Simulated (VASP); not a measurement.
# BaTe (Fm-3m) in VASP: single point with PBE

Aim: the single point of BaTe with PBE.

Program: VASP 6.6.1. These are calculated values, not measurements. Logs are shortened: lines on timing, memory, paths and dates and some standing lists are left out, and cuts for length are marked.

## Step 1: The cell of the first run

It takes space group Fm-3m (No. 225, cubic). Conventional cell: a = 6.820 Å, b = 6.820 Å, c = 6.820 Å, α = 90.00°, β = 90.00°, γ = 90.00°. Ba (site symmetry m-3m) has 6 Te at 3.41 Å within 4.5 Å. Te (site symmetry m-3m) has 6 Ba at 3.41 Å within 4.5 Å.

## Step 2: Single point, PBE, non-collinear spin, zero start, spin-orbit coupling

File INCAR:

```
SYSTEM = BaTe
PREC = Accurate ; ENCUT = 520
EDIFF = 1E-6 ; ISMEAR = -1
SIGMA = 0.05 ; LREAL = .False.
LASPH = .True. ; NELM = 150
ALGO = Normal ; ISIF = 2
LWAVE = .False. ; LCHARG = .False.
MAGMOM = 0 0 0 0 0 0 ; LORBIT = 11
LSORBIT = .True. ; GGA_COMPAT = .False.
LORBMOM = .True. ; GGA = PE
NBANDS = 28
```

File KPOINTS:

```
Automatic mesh
0
Gamma
  10 10 10
  0 0 0
```

File POSCAR:

```
BaTe
1.0
    0.0000000000      3.4100000000      3.4100000000
    3.4100000000      0.0000000000      3.4100000000
    3.4100000000      3.4100000000      0.0000000000
Ba Te
1 1
Direct
    0.0000000000      0.0000000000      0.0000000000
    0.5000000000      0.5000000000      0.5000000000
```

Potentials or basis: VASP PAW PBE potentials, release 64 (Ba_sv, Te).

On the command line:

```bash
cat potpaw_PBE.64/Ba_sv/POTCAR potpaw_PBE.64/Te/POTCAR > POTCAR
mpirun -np 1 vasp_ncl > vasp.out
```

OUTCAR:

```text
SYSTEM = BaTe
   PREC = Accurate
   ENCUT = 520
   EDIFF = 1E-6
   ISMEAR = -1
   LREAL = .False.
   LASPH = .True.
   NELM = 150
   ISIF = 2
   LORBIT = 11
   LSORBIT = .True.
   GGA = PE

 ion  position               nearest neighbor table
   1  0.000  0.000  0.000-   2 3.41   2 3.41   2 3.41   2 3.41   2 3.41   2 3.41
   2  0.500  0.500  0.500-   1 3.41   1 3.41   1 3.41   1 3.41   1 3.41   1 3.41

  LATTYP: Found a face centered cubic cell.
 ALAT       =     6.8200000000

  Lattice vectors:

 A1 = (   0.0000000000,   3.4100000000,   3.4100000000)
 A2 = (   3.4100000000,   0.0000000000,   3.4100000000)
 A3 = (   3.4100000000,   3.4100000000,   0.0000000000)

Analysis of symmetry for initial positions (statically):
=====================================================================
 Subroutine PRICEL returns:
 Original cell was already a primitive cell.

 Routine SETGRP: Setting up the symmetry group for a
 face centered cubic supercell.

 Subroutine GETGRP returns: Found 48 space group operations
 (whereof 48 operations were pure point group operations)
 out of a pool of 48 trial point group operations.

The static configuration has the point symmetry O_h .

Analysis of symmetry for dynamics (positions and initial velocities):
=====================================================================
 Subroutine PRICEL returns:
 Original cell was already a primitive cell.

 Routine SETGRP: Setting up the symmetry group for a
 face centered cubic supercell.

 Subroutine GETGRP returns: Found 48 space group operations
 (whereof 48 operations were pure point group operations)
 out of a pool of 48 trial point group operations.

The dynamic configuration has the point symmetry O_h .

Analysis of structural, dynamic, and magnetic symmetry:
=====================================================================
 Subroutine PRICEL returns:
 Original cell was already a primitive cell.

 Routine SETGRP: Setting up the symmetry group for a
 face centered cubic supercell.

 Subroutine GETGRP returns: Found 48 space group operations
 (whereof 48 operations were pure point group operations)
 out of a pool of 48 trial point group operations.

The overall configuration has the point symmetry O_h .

 Subroutine INISYM returns: Found 48 space group operations
 (whereof 48 operations are pure point group operations),
 and found     1 'primitive' translations

----------------------------------------------------------------------------------------

                                     Primitive cell

  volume of cell :      79.3036

  direct lattice vectors                    reciprocal lattice vectors
     0.000000000  3.410000000  3.410000000    -0.146627566  0.146627566  0.146627566
     3.410000000  0.000000000  3.410000000     0.146627566 -0.146627566  0.146627566
     3.410000000  3.410000000  0.000000000     0.146627566  0.146627566 -0.146627566

  length of vectors
     4.822468248  4.822468248  4.822468248     0.253966394  0.253966394  0.253966394

  position of ions in fractional coordinates (direct lattice)
     0.000000000  0.000000000  0.000000000
     0.500000000  0.500000000  0.500000000

  ion indices of the primitive-cell ions
   primitive index   ion index
                 1           1
                 2           2

----------------------------------------------------------------------------------------

 KPOINTS: Automatic mesh

Automatic generation of k-mesh.
 Grid dimensions read from file:
 generate k-points for:   10   10   10

 Generating k-lattice:

  Cartesian coordinates                     Fractional coordinates (reciprocal lattice)
    -0.014662757  0.014662757  0.014662757     0.100000000  0.000000000  0.000000000
     0.014662757 -0.014662757  0.014662757     0.000000000  0.100000000  0.000000000
     0.014662757  0.014662757 -0.014662757     0.000000000  0.000000000  0.100000000

  Length of vectors
     0.025396639  0.025396639  0.025396639

  Shift w.r.t. Gamma in fractional coordinates (k-lattice)
     0.000000000  0.000000000  0.000000000

 Subroutine IBZKPT returns following result:
 ===========================================

 Found     47 irreducible k-points:

 Following reciprocal coordinates:
            Coordinates               Weight
  0.000000  0.000000  0.000000      1.000000
  0.100000  0.000000  0.000000      8.000000
  0.200000  0.000000  0.000000      8.000000
  0.300000  0.000000  0.000000      8.000000
  0.400000  0.000000  0.000000      8.000000
[... 41 lines left out ...]
   NSW    =      0    number of steps for IOM
   IBRION =     -1    ionic relax: 0-MD 1-quasi-New 2-CG
   NFREE  =      0    steps in history (QN), initial steepest desc. (CG)
   ISIF   =      2    stress and relaxation
   ISYM   =      2    0-nonsym 1-usesym 2-fastsym
   POTIM  = 0.5000    time-step for ionic-motion
   TEBEG  =    0.0;   TEEND  =   0.0 temperature during run
   PSTRESS=    0.0 pullay stress
   NELECT =      16.0000    total number of electrons
   NUPDOWN=      -1.0000    fix difference up-down
   EMIN   =  10.00;   EMAX   =-10.00  energy-range for DOS
   EFERMI =   0.00;   METHOD = LEGACY
   ISMEAR =    -1;   SIGMA  =   0.05  broadening in eV -4-tet -1-fermi 0-gaus
   EFERMI_NEDOS =   21; number of points for ismear=-14 and -15
   IALGO  =     38    algorithm
   IMIX   =      4    mixing-type and parameters
     AMIX     =   0.40;   BMIX     =  1.00
     AMIX_MAG =   1.60;   BMIX_MAG =  1.00
  volume/ion in A,a.u.               =      39.65       267.58
  Fermi-wavevector in a.u.,A,eV,Ry     =   0.960175  1.814468 12.543704  0.921936
  Thomas-Fermi vector in A             =   2.089436
   LORBIT       =     11    0 simple, 1 ext, 2 COOP (PROOUT), +10 PAW based schemes
   GGA     = PE    functional components
   LHFCALC =     F    Hartree Fock is set to
   AEXX    =    0.0000 exact exchange contribution
   IVDW    =     0    specifies the selected vdW correction
   LEPSILON=     F    determine dielectric tensor
   LRPA    =     F    only Hartree local field effects (RPA)
  energy-cutoff  :      520.00
  volume of cell :       79.30
 maximum number of plane-waves:      4324
   NGX = 17   NGY = 17   NGZ = 17

 number of electron      16.0000000 magnetization       0.0000000      0.0000000      0.0000000

 number of electron      16.0000000 magnetization       0.0000000     -0.0000000     -0.0000000

 number of electron      16.0000000 magnetization      -0.0000000      0.0000000      0.0000000

 Free energy of the ion-electron system (eV)
  ---------------------------------------------------
  ext. energy  EPLUGINS =         0.00000000
  ---------------------------------------------------
  free energy    TOTEN  =        -8.80362348 eV

  energy without entropy =       -8.80362325  energy(sigma->0) =       -8.80362337

 E-fermi :   3.5898     XC(G=0):  -8.5664

 val. band max:        3.0764362845   @ k =   0.0000   0.0000   0.0000
 cond. band min:       4.1197655713   @ k =   0.5000   0.5000   0.0000
 fundamental gap:      1.0433292868
 Fermi energy:         3.5898359164

 k-point     1 :       0.0000    0.0000    0.0000
  band No.  band energies     occupation
      1     -24.0352      1.00000
      2     -24.0352      1.00000
      3     -10.5348      1.00000
      4     -10.5348      1.00000
      5      -8.5940      1.00000
      6      -8.5940      1.00000
[... 733 lines left out ...]
     27       9.7518      0.00000
     28       9.7518      0.00000

 [... further k-points ...]

------------------------ aborting loop because EDIFF is reached ----------------------------------------

  FORCE on cell =-STRESS in cart. coord.  units (eV):
  Direction    XX          YY          ZZ          XY          YZ          ZX
  --------------------------------------------------------------------------------------
  -------------------------------------------------------------------------------------
  Total        2.0955384      2.0955384      2.0955384      0.0000000      0.0000000     -0.0000000
  in kB       42.3363160     42.3363160     42.3363160      0.0000000      0.0000000     -0.0000000
  external PRESSURE =      42.3363160 kB  Pullay stress =       0.0000000 kB

 VOLUME and BASIS-vectors are now :
 -----------------------------------------------------------------------------
  energy-cutoff  :      520.00
  volume of cell :       79.30
      direct lattice vectors                 reciprocal lattice vectors
     0.000000000  3.410000000  3.410000000    -0.146627566  0.146627566  0.146627566
     3.410000000  0.000000000  3.410000000     0.146627566 -0.146627566  0.146627566
     3.410000000  3.410000000  0.000000000     0.146627566  0.146627566 -0.146627566

 POSITION                                       TOTAL-FORCE (eV/Angst)
 -----------------------------------------------------------------------------------
      0.00000      0.00000      0.00000        -0.000000     -0.000000     -0.000000
      3.41000      3.41000      3.41000         0.000000      0.000000      0.000000
 -----------------------------------------------------------------------------------
    total drift:                               -0.000000      0.000000      0.000000

  FREE ENERGIE OF THE ION-ELECTRON SYSTEM (eV)
  ---------------------------------------------------
  free  energy   TOTEN  =        -8.8036234848 eV

  energy  without entropy=       -8.8036232478  energy(sigma->0) =       -8.80362337

 orbital moment (x)

 # of ion     p       d       tot
 ----------------------------------------
  1        -0.000   0.000   0.000
  2        -0.000   0.000  -0.000
 ----------------------------------------
           -0.000   0.000  -0.000

 orbital moment (y)

 # of ion     p       d       tot
 ----------------------------------------
  1        -0.000  -0.000  -0.000
  2         0.000   0.000   0.000
 ----------------------------------------
            0.000  -0.000   0.000

 orbital moment (z)

 # of ion     p       d       tot
 ----------------------------------------
  1         0.000   0.000   0.000
  2         0.000   0.000   0.000
 ----------------------------------------
            0.000   0.000   0.000

 Spin-Orbit-Coupling matrix elements

 Ion:    1  E_soc:     -0.3965994
 l=   1
     0.0000000    -0.0655263    -0.0655263
    -0.0655263     0.0000000    -0.0655263
    -0.0655263    -0.0655263     0.0000000
 l=   2
     0.0000000     0.0000236     0.0000000     0.0000236    -0.0005972
     0.0000236     0.0000000    -0.0004479     0.0000236    -0.0001493
     0.0000000    -0.0004479     0.0000000    -0.0004479     0.0000000
     0.0000236     0.0000236    -0.0004479     0.0000000    -0.0001493
    -0.0005972    -0.0001493     0.0000000    -0.0001493     0.0000000
 l=   3
     0.0000000     0.0000000     0.0000000     0.0000000     0.0000000     0.0000000     0.0000000
     0.0000000     0.0000000     0.0000000     0.0000000     0.0000000     0.0000000     0.0000000
     0.0000000     0.0000000     0.0000000     0.0000000     0.0000000     0.0000000     0.0000000
     0.0000000     0.0000000     0.0000000     0.0000000     0.0000000     0.0000000     0.0000000
     0.0000000     0.0000000     0.0000000     0.0000000     0.0000000     0.0000000     0.0000000
     0.0000000     0.0000000     0.0000000     0.0000000     0.0000000     0.0000000     0.0000000
     0.0000000     0.0000000     0.0000000     0.0000000     0.0000000     0.0000000     0.0000000

 Ion:    2  E_soc:     -0.1878886
 l=   1
     0.0000000    -0.0313127    -0.0313127
    -0.0313127     0.0000000    -0.0313127
    -0.0313127    -0.0313127     0.0000000
 l=   2
     0.0000000    -0.0000044     0.0000000    -0.0000044     0.0000024
    -0.0000044     0.0000000     0.0000018    -0.0000044     0.0000006
     0.0000000     0.0000018     0.0000000     0.0000018     0.0000000
    -0.0000044    -0.0000044     0.0000018     0.0000000     0.0000006
     0.0000024     0.0000006     0.0000000     0.0000006     0.0000000
 l=   3
     0.0000000     0.0000000     0.0000000     0.0000000     0.0000000     0.0000000     0.0000000
     0.0000000     0.0000000     0.0000000     0.0000000     0.0000000     0.0000000     0.0000000
     0.0000000     0.0000000     0.0000000     0.0000000     0.0000000     0.0000000     0.0000000
     0.0000000     0.0000000     0.0000000     0.0000000     0.0000000     0.0000000     0.0000000
     0.0000000     0.0000000     0.0000000     0.0000000     0.0000000     0.0000000     0.0000000
     0.0000000     0.0000000     0.0000000     0.0000000     0.0000000     0.0000000     0.0000000
     0.0000000     0.0000000     0.0000000     0.0000000     0.0000000     0.0000000     0.0000000

 total charge

# of ion       s       p       d       tot
------------------------------------------
    1        2.014   5.610   0.312   7.936
    2        1.344   2.157   0.005   3.505
--------------------------------------------------
tot          3.357   7.767   0.317  11.442

 magnetization (x)

# of ion       s       p       d       tot
------------------------------------------
    1        0.000   0.000   0.000   0.000
    2        0.000  -0.000   0.000  -0.000
--------------------------------------------------
tot          0.000  -0.000   0.000  -0.000

 magnetization (y)

# of ion       s       p       d       tot
------------------------------------------
    1        0.000   0.000  -0.000  -0.000
    2        0.000  -0.000   0.000  -0.000
--------------------------------------------------
tot          0.000  -0.000  -0.000  -0.000

 magnetization (z)

# of ion       s       p       d       tot
------------------------------------------
    1        0.000   0.000   0.000   0.000
    2       -0.000  -0.000   0.000  -0.000
--------------------------------------------------
tot         -0.000  -0.000   0.000  -0.000
```

Run time: 3.7 min. Hardware: 1 thread of Intel Xeon Platinum 8259CL at 2.50GHz (Skylake/Cascade Lake), shared host; peak memory 0.48 GiB.

Results:

- Free energy: -8.8036 eV
- Pressure: 4.2 GPa
- Net moment: 0.00 μB per cell
- Valence electrons inside the program's atomic spheres: Ba 7.94; Te 3.50

Moments on the atoms (μB; x, y, z):
```
Ba  0.00 0.00 0.00
Te  0.00 0.00 0.00
```
